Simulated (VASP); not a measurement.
A run of VASP 6.6.1:

The input INCAR:

```
  PREC = Accurate
  ENCUT = 500
  EDIFF = 1E-6
  ISMEAR = -1
  SIGMA = 0.01
  LREAL = False
  LASPH = True
  NELM = 120
  ALGO = Normal
  ISIF = 2
  LWAVE = False
  LCHARG = True
  GGA = PE
  LELF = True
  LVHAR = True
  NBANDS = 35
  GGA_COMPAT = False
```

File KPOINTS:

```
Automatic mesh
0
Gamma
  3 3 1
  0.25 0.25 0.25
```

Contents of POSCAR:

```
WSe2
1.0
    3.2499273810      0.0000000287      0.0000000000
   -1.6249637154      2.8145196581      0.0000000000
    0.0000000000      0.0000000000     12.8261208300
W Se
2 4
Direct
    0.6659679265      0.3340320735      0.7500000000
    0.3340320735      0.6659679265      0.2500000000
    0.3338371764      0.6659531388      0.8825710130
    0.6659531388      0.3338371764      0.3825710130
    0.3340468612      0.6661628236      0.6174289870
    0.6661628236      0.3340468612      0.1174289870
```

Potentials or basis: VASP PAW PBE potentials, release 64 (W_sv, Se).

The run is started by

```bash
$ cat potpaw_PBE.64/W_sv/POTCAR potpaw_PBE.64/Se/POTCAR > POTCAR
$ mpirun -np 1 vasp_std > vasp.out
```

Hardware: 1 thread of AMD EPYC 7R43 64-Core Processor (Zen 3), on a shared host.

Task: Estimate the wall time of this run.

Result: Wall time 2.4 min on 1 thread of AMD EPYC 7R43 64-Core Processor (Zen 3) (shared host), peak memory 0.23 GiB. Counts: scf iterations 14, k points 30.
